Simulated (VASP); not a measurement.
# S (Fd-3m) in VASP: single point with PBE

Aim: the single point of S with PBE.

All numbers are computed with VASP 6.6.1; they aren't measurements. Logs are shortened: lines on timing, memory, paths and dates and some standing lists are left out, and cuts for length are marked.

### Step 1. The cell of the first run

It takes space group Fd-3m (No. 227, cubic). The conventional cell has a = 5.794 Å, b = 5.794 Å, c = 5.794 Å, α = 90.00°, β = 90.00°, γ = 90.00°. Within 3.3 Å of S (site symmetry -43m) lie 4 S at 2.51 Å.

### Step 2. Single point, PBE

File INCAR:

```
SYSTEM = S
PREC = Accurate
ENCUT = 520
EDIFF = 1E-6
ISMEAR = -1
SIGMA = 0.13605693000000002
LREAL = .False.
LASPH = .True.
NELM = 60
ALGO = Normal
ISIF = 2
LWAVE = .False.
LCHARG = .True.
GGA = PE
LELF = .True.
LVHAR = .True.
NBANDS = 13
```

File KPOINTS:

```
Automatic mesh
0
Gamma
  8 8 8
  0 0 0
```

File POSCAR:

```
S
1.0
    0.0000000000      2.8968256983      2.8968256983
    2.8968256983      0.0000000000      2.8968256983
    2.8968256983      2.8968256983      0.0000000000
S
2
Direct
    0.0000000000      0.0000000000      0.0000000000
    0.2500000000      0.2500000000      0.2500000000
```

Potentials or basis: VASP PAW PBE potentials, release 64 (S).

Run with:

```sh
cat potpaw_PBE.64/S/POTCAR > POTCAR
mpirun -np 1 vasp_std > vasp.out
```

OUTCAR:

```text
SYSTEM = S
   PREC = Accurate
   ENCUT = 520
   EDIFF = 1E-6
   ISMEAR = -1
   LREAL = .False.
   LASPH = .True.
   NELM = 60
   ISIF = 2
   GGA = PE

 ion  position               nearest neighbor table
   1  0.000  0.000  0.000-   2 2.51   2 2.51   2 2.51   2 2.51
   2  0.250  0.250  0.250-   1 2.51   1 2.51   1 2.51   1 2.51

  LATTYP: Found a face centered cubic cell.
 ALAT       =     5.7936513966

  Lattice vectors:

 A1 = (   0.0000000000,   2.8968256983,   2.8968256983)
 A2 = (   2.8968256983,   0.0000000000,   2.8968256983)
 A3 = (   2.8968256983,   2.8968256983,   0.0000000000)

Analysis of symmetry for initial positions (statically):
=====================================================================
 Subroutine PRICEL returns:
 Original cell was already a primitive cell.

 Routine SETGRP: Setting up the symmetry group for a
 face centered cubic supercell.

 Subroutine GETGRP returns: Found 48 space group operations
 (whereof 24 operations were pure point group operations)
 out of a pool of 48 trial point group operations.

The static configuration has the point symmetry T_d .
 The point group associated with its full space group is O_h .

Analysis of symmetry for dynamics (positions and initial velocities):
=====================================================================
 Subroutine PRICEL returns:
 Original cell was already a primitive cell.

 Routine SETGRP: Setting up the symmetry group for a
 face centered cubic supercell.

 Subroutine GETGRP returns: Found 48 space group operations
 (whereof 24 operations were pure point group operations)
 out of a pool of 48 trial point group operations.

The dynamic configuration has the point symmetry T_d .
 The point group associated with its full space group is O_h .

 Subroutine INISYM returns: Found 48 space group operations
 (whereof 24 operations are pure point group operations),
 and found     1 'primitive' translations

----------------------------------------------------------------------------------------

                                     Primitive cell

  volume of cell :      48.6180

  direct lattice vectors                    reciprocal lattice vectors
     0.000000000  2.896825698  2.896825698    -0.172602722  0.172602722  0.172602722
     2.896825698  0.000000000  2.896825698     0.172602722 -0.172602722  0.172602722
     2.896825698  2.896825698  0.000000000     0.172602722  0.172602722 -0.172602722

  length of vectors
     4.096730190  4.096730190  4.096730190     0.298956684  0.298956684  0.298956684

  position of ions in fractional coordinates (direct lattice)
     0.000000000  0.000000000  0.000000000
     0.250000000  0.250000000  0.250000000

  ion indices of the primitive-cell ions
   primitive index   ion index
                 1           1
                 2           2

----------------------------------------------------------------------------------------

 KPOINTS: Automatic mesh

Automatic generation of k-mesh.
 Grid dimensions read from file:
 generate k-points for:    8    8    8

 Generating k-lattice:

  Cartesian coordinates                     Fractional coordinates (reciprocal lattice)
    -0.021575340  0.021575340  0.021575340     0.125000000  0.000000000  0.000000000
     0.021575340 -0.021575340  0.021575340     0.000000000  0.125000000  0.000000000
     0.021575340  0.021575340 -0.021575340     0.000000000  0.000000000  0.125000000

  Length of vectors
     0.037369585  0.037369585  0.037369585

  Shift w.r.t. Gamma in fractional coordinates (k-lattice)
     0.000000000  0.000000000  0.000000000

 Subroutine IBZKPT returns following result:
 ===========================================

 Found     29 irreducible k-points:

 Following reciprocal coordinates:
            Coordinates               Weight
  0.000000  0.000000  0.000000      1.000000
  0.125000  0.000000  0.000000      8.000000
  0.250000  0.000000  0.000000      8.000000
  0.375000  0.000000  0.000000      8.000000
  0.500000  0.000000  0.000000      4.000000
  0.125000  0.125000  0.000000      6.000000
[... 16 lines left out ...]
  0.500000  0.250000  0.125000     48.000000
 -0.375000  0.250000  0.125000     24.000000
 [... further k-points ...]
   k-points           NKPTS =     29   k-points in BZ     NKDIM =     29   number of bands    NBANDS=     13
   number of dos      NEDOS =    301   number of ions     NIONS =      2
   total plane-waves  NPLWV =  27000
   dimension x,y,z NGX =    30 NGY =   30 NGZ =   30
   dimension x,y,z NGXF=    60 NGYF=   60 NGZF=   60
   ions per type =               2
   NGX,Y,Z   is equivalent  to a cutoff of  12.17, 12.17, 12.17 a.u.
   NGXF,Y,Z  is equivalent  to a cutoff of  24.35, 24.35, 24.35 a.u.
 SYSTEM =  S
   PREC   = accura    normal or accurate (medium, high low for compatibility)
   ISTART =      0    job   : 0-new  1-cont  2-samecut
   ICHARG =      2    charge: 1-file 2-atom 10-const
   ISPIN  =      1    spin polarized calculation?
   LNONCOLLINEAR =      F non collinear calculations
   LSORBIT =      F    spin-orbit coupling
   LASPH  =      T    aspherical Exc in radial PAW
   ENCUT  =  520.0 eV  38.22 Ry    6.18 a.u.   7.62  7.62  7.62*2*pi/ulx,y,z
   NELM   =     60;   NELMIN=  2; NELMDL= -5     # of ELM steps
   EDIFF  = 0.1E-05   stopping-criterion for ELM
   LREAL  =      F    real-space projection
   EDIFFG = 0.1E-04   stopping-criterion for IOM
   NSW    =      0    number of steps for IOM
   IBRION =     -1    ionic relax: 0-MD 1-quasi-New 2-CG
   NFREE  =      0    steps in history (QN), initial steepest desc. (CG)
   ISIF   =      2    stress and relaxation
   ISYM   =      2    0-nonsym 1-usesym 2-fastsym
   POTIM  = 0.5000    time-step for ionic-motion
   TEBEG  =    0.0;   TEEND  =   0.0 temperature during run
   PSTRESS=    0.0 pullay stress
   NELECT =      12.0000    total number of electrons
   NUPDOWN=      -1.0000    fix difference up-down
   EMIN   =  10.00;   EMAX   =-10.00  energy-range for DOS
   EFERMI =   0.00;   METHOD = LEGACY
   ISMEAR =    -1;   SIGMA  =   0.14  broadening in eV -4-tet -1-fermi 0-gaus
   EFERMI_NEDOS =   21; number of points for ismear=-14 and -15
   IALGO  =     38    algorithm
   IMIX   =      4    mixing-type and parameters
     AMIX     =   0.40;   BMIX     =  1.00
     AMIX_MAG =   1.60;   BMIX_MAG =  1.00
  volume/ion in A,a.u.               =      24.31       164.05
  Fermi-wavevector in a.u.,A,eV,Ry     =   1.026919  1.940596 14.348197  1.054563
  Thomas-Fermi vector in A             =   2.160837
   LORBIT       =      0    0 simple, 1 ext, 2 COOP (PROOUT), +10 PAW based schemes
   GGA     = PE    functional components
   LHFCALC =     F    Hartree Fock is set to
   AEXX    =    0.0000 exact exchange contribution
   IVDW    =     0    specifies the selected vdW correction
   LEPSILON=     F    determine dielectric tensor
   LRPA    =     F    only Hartree local field effects (RPA)
 non-spin polarized calculation
  energy-cutoff  :      520.00
  volume of cell :       48.62
 maximum number of plane-waves:      1363
   NGX = 15   NGY = 15   NGZ = 15

 number of electron      11.9999997 magnetization

 Free energy of the ion-electron system (eV)
  ---------------------------------------------------
  ext. energy  EPLUGINS =         0.00000000
  ---------------------------------------------------
  free energy    TOTEN  =        -6.30306234 eV

  energy without entropy =       -6.19623414  energy(sigma->0) =       -6.24964824

 E-fermi :   3.4247     XC(G=0):  -8.6897

 val. band max:        3.3342006087   @ k =  -0.3750   0.2500   0.1250
 cond. band min:       3.4502502113   @ k =   0.5000   0.1250   0.0000
 fundamental gap:      0.1160496026
 Fermi energy:         3.4246532866

 k-point     1 :       0.0000    0.0000    0.0000
  band No.  band energies     occupation
      1     -12.2950      2.00000
      2      -5.6915      2.00000
      3      -0.3967      2.00000
      4      -0.3967      2.00000
      5      -0.3967      2.00000
      6       2.5033      1.99771
      7       2.5033      1.99771
      8       2.5033      1.99771
      9       9.0333      0.00000
     10      11.2969      0.00000
     11      11.2969      0.00000
     12      13.9712      0.00000
     13      13.9712      0.00000

 k-point     2 :       0.1250    0.0000    0.0000
  band No.  band energies     occupation
      1     -12.1694      2.00000
      2      -6.0848      2.00000
      3      -0.5441      2.00000
      4      -0.5441      2.00000
      5      -0.3809      2.00000
      6       2.7258      1.98832
      7       2.7258      1.98832
      8       2.7644      1.98451
      9       9.5115      0.00000
     10      10.9836      0.00000
     11      10.9836      0.00000
     12      13.6604      0.00000
     13      14.7632      0.00000

 k-point     3 :       0.2500    0.0000    0.0000
  band No.  band energies     occupation
      1     -11.8167      2.00000
      2      -6.9828      2.00000
      3      -0.8340      2.00000
      4      -0.8340      2.00000
      5      -0.5082      2.00000
      6       3.1760      1.72286
      7       3.1760      1.72286
      8       3.6260      0.37099
      9      10.3778      0.00000
     10      10.7949      0.00000
     11      10.7949      0.00000
     12      13.4636      0.00000
     13      15.8456      0.00000

 k-point     4 :       0.3750    0.0000    0.0000
  band No.  band energies     occupation
      1     -11.3422      2.00000
      2      -7.9105      2.00000
      3      -1.0665      2.00000
      4      -1.0665      2.00000
      5      -0.7180      2.00000
      6       3.5300      0.63125
      7       3.5300      0.63125
      8       4.7706      0.00010
      9      10.7367      0.00000
     10      11.2664      0.00000
     11      11.2664      0.00000
     12      12.6665      0.00000
     13      14.6417      0.00000

 k-point     5 :       0.5000    0.0000    0.0000
  band No.  band energies     occupation
      1     -11.0712      2.00000
      2      -8.3506      2.00000
      3      -1.1516      2.00000
      4      -1.1516      2.00000
      5      -0.8105      2.00000
      6       3.6511      0.31845
      7       3.6511      0.31845
      8       5.3685      0.00000
      9      10.9499      0.00000
     10      11.6781      0.00000
     11      11.9926      0.00000
     12      11.9926      0.00000
     13      13.4329      0.00000
[... 257 lines left out ...]
 k-point    22 :       0.3750    0.2500    0.1250
  band No.  band energies     occupation
      1     -11.4963      2.00000
      2      -7.5876      2.00000
      3      -1.7411      2.00000
      4      -1.2135      2.00000
      5       0.7086      2.00000
      6       2.4489      1.99847
      7       4.0199      0.02487
      8       4.2762      0.00382
      9       9.6113      0.00000
     10      10.9115      0.00000
     11      11.9309      0.00000
     12      14.8203      0.00000
     13      14.8291      0.00000

 k-point    23 :       0.5000    0.2500    0.1250
  band No.  band energies     occupation
      1     -11.0146      2.00000
      2      -8.3647      2.00000
      3      -2.1673      2.00000
      4      -1.4403      2.00000
      5       0.8874      2.00000
      6       2.9855      1.92372
      7       4.3419      0.00236
      8       4.7567      0.00011
      9       9.9570      0.00000
     10      10.3815      0.00000
     11      12.2716      0.00000
     12      14.0913      0.00000
     13      15.1258      0.00000

 k-point    24 :      -0.3750    0.2500    0.1250
  band No.  band energies     occupation
      1     -10.7203      2.00000
      2      -8.7726      2.00000
      3      -2.3154      2.00000
      4      -1.5421      2.00000
      5       0.9072      2.00000
      6       3.3342      1.32068
      7       4.3790      0.00180
      8       5.0372      0.00001
      9       9.5978      0.00000
     10      10.7495      0.00000
     11      12.1408      0.00000
     12      13.7236      0.00000
     13      14.9957      0.00000

 [... further k-points ...]

------------------------ aborting loop because EDIFF is reached ----------------------------------------

  FORCE on cell =-STRESS in cart. coord.  units (eV):
  Direction    XX          YY          ZZ          XY          YZ          ZX
  --------------------------------------------------------------------------------------
  -------------------------------------------------------------------------------------
  Total       -0.0371804     -0.0371804     -0.0371804      0.0000000      0.0000000      0.0000000
  in kB       -1.2252568     -1.2252568     -1.2252568      0.0000000      0.0000000      0.0000000
  external PRESSURE =      -1.2252568 kB  Pullay stress =       0.0000000 kB

 VOLUME and BASIS-vectors are now :
 -----------------------------------------------------------------------------
  energy-cutoff  :      520.00
  volume of cell :       48.62
      direct lattice vectors                 reciprocal lattice vectors
     0.000000000  2.896825698  2.896825698    -0.172602722  0.172602722  0.172602722
     2.896825698  0.000000000  2.896825698     0.172602722 -0.172602722  0.172602722
     2.896825698  2.896825698  0.000000000     0.172602722  0.172602722 -0.172602722

 POSITION                                       TOTAL-FORCE (eV/Angst)
 -----------------------------------------------------------------------------------
      0.00000      0.00000      0.00000         0.000000      0.000000      0.000000
      1.44841      1.44841      1.44841        -0.000000     -0.000000     -0.000000
 -----------------------------------------------------------------------------------
    total drift:                                0.000000     -0.000000      0.000000

  FREE ENERGIE OF THE ION-ELECTRON SYSTEM (eV)
  ---------------------------------------------------
  free  energy   TOTEN  =        -6.3030623391 eV

  energy  without entropy=       -6.1962341411  energy(sigma->0) =       -6.24964824
```

Wall time 12 s (1 thread of AMD EPYC 9R45 (Zen 5), shared host); peak memory 0.12 GiB.

Results:

* Free energy: -6.3031 eV
* Pressure: -0.1 GPa
* Band gap on the k mesh: zero (band 6 reaches 3.65 eV, above the bottom of band 7 at 2.50 eV)

Levels at points of the mesh, in eV from the Fermi level:
```tsv
k point	band 2	band 3	band 4	band 5	band 6	band 7	band 8	band 9	band 10	band 11
(0.00, 0.00, 0.00)	-9.12	-3.82	-3.82	-3.82	-0.92	-0.92	-0.92	5.61	7.87	7.87
(0.50, 0.00, 0.00)	-11.78	-4.58	-4.58	-4.24	0.23	0.23	1.94	7.53	8.25	8.57
(0.50, 0.50, 0.00)	-13.23	-5.43	-5.43	-1.97	-1.97	2.27	2.27	6.79	6.79	10.12
```
